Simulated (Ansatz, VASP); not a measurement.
Two plane-wave programs on C

Contents of INCAR:

```
  PREC = Accurate
  ENCUT = 520
  EDIFF = 1E-6
  ISMEAR = 0
  SIGMA = 0.05
  LREAL = False
  LASPH = True
  NELM = 100
  ALGO = Normal
  ISIF = 2
  LWAVE = False
  LCHARG = False
  GGA = PE
  IVDW = 12
  NBANDS = 11
```

File KPOINTS:

```
Automatic mesh
0
Gamma
  15 15 15
```

Contents of POSCAR:

```
C
1.0
    1.2324809262      0.7115731945      3.3609366220
   -1.2324809262      0.7115731945      3.3609366220
    0.0000000000     -1.4231463891      3.3609366220
C
2
Direct
    0.1712270092      0.1712270092      0.1290669051
    0.8287729908      0.8287729908      0.8709330949
```

Input for Ansatz:

```yaml
crystal:
  lattice:
    - [1.2324809262, 0.7115731945, 3.360936622]
    - [-1.2324809262, 0.7115731945, 3.360936622]
    - [0.0, -1.4231463891, 3.360936622]
  atoms:
    - { symbol: C, position: [0.1712270092, 0.1712270092, 0.1290669051] }
    - { symbol: C, position: [0.8287729908, 0.8287729908, 0.8709330949] }
basis:
  ecutwfc: 520.0
kpoints:
  mp_grid: { grid: [15, 15, 15] }
hamiltonian:
  xc: pbe
  pseudopotentials: { kind: paw, azcp: { folder: soft_1 } }
  dispersion: d3bj
scf:
  occupations: { method: gaussian, width: 0.05 }
output:
  forces: true
  stress: true
  eigenvalues: true
```

Change from the starting cell: mode 4 frozen in at -0.095 Å and mode 6 at +0.060 Å (largest displacements).

Alike in both runs: task single point; functional PBE; dispersion D3(BJ); k mesh 15 × 15 × 15; occupations gaussian, width 0.05 eV; no spin polarisation.

|  | VASP | Ansatz |
| --- | --- | --- |
| version | VASP 6.6.1 | Ansatz 0.2.0 |
| potentials or method | VASP PAW PBE potentials, release 64 (C), cutoff 520 eV | scalar-relativistic, plane waves, PAW |
| valence electrons in the cell | 8 | 8 |

|  | VASP | Ansatz | Ansatz less VASP |
| --- | --- | --- | --- |
| gap on the k mesh at the Fermi level (eV) | 0.17 | 0.17 | -0.001 |
| least direct gap on the mesh (eV) | 0.17 | 0.17 | -0.001 |
| pressure (GPa) | 3.5 | 3.2 | -0.36 |
| traceless stress, the component that is largest in VASP (GPa) | 13.77 | 13.31 | -0.455 |
| rms of the force components (eV/Å) | 3.383 | 3.379 | -0.0040 |

Atom by atom the forces differ by 0.009 eV/Å (rms over components).
